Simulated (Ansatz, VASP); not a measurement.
One calculation of Ge5P, two programs

```
Ge P
1.0
     5.13408    0.00000    0.00000
    -2.56704    4.44625    0.00000
     0.00000    0.00000    4.88828
Ge P
5 1
Cartesian
  3.4727 0.0000 0.0000
  -1.7363 3.0074 0.0000
  0.8307 1.4388 0.0000
  0.0000 2.9642 2.4441
  2.5670 1.4821 2.4441
  0.0000 0.0000 2.4441
```

Change from the starting cell: species swapped into the Sr5Mg type (P-62m, No. 189).

Alike in both runs: functional PBE; k mesh 12 × 12 × 8; occupations gaussian, width 0.1 eV; no spin polarisation.

Ansatz relaxed the structure, and its values are those at the end. VASP's run is a single point on that final structure, the one shown.

|  | VASP | Ansatz |
| --- | --- | --- |
| version | VASP 6.6.1 | Ansatz 0.2.0 |
| potentials or method | VASP PAW PBE potentials, release 64 (Ge_d, P), cutoff 520 eV | scalar-relativistic, plane waves, PAW |
| valence electrons in the cell | 75 | 75 |

```csv
,VASP,Ansatz,Ansatz less VASP
gap on the k mesh at the Fermi level (eV),none,none,-
pressure (GPa),0.1,0.0,-0.12
```

A gap of «none» marks a metal or a gap that the smearing closes. The functional is the same, so the differences come from potentials, cutoffs and numerics.
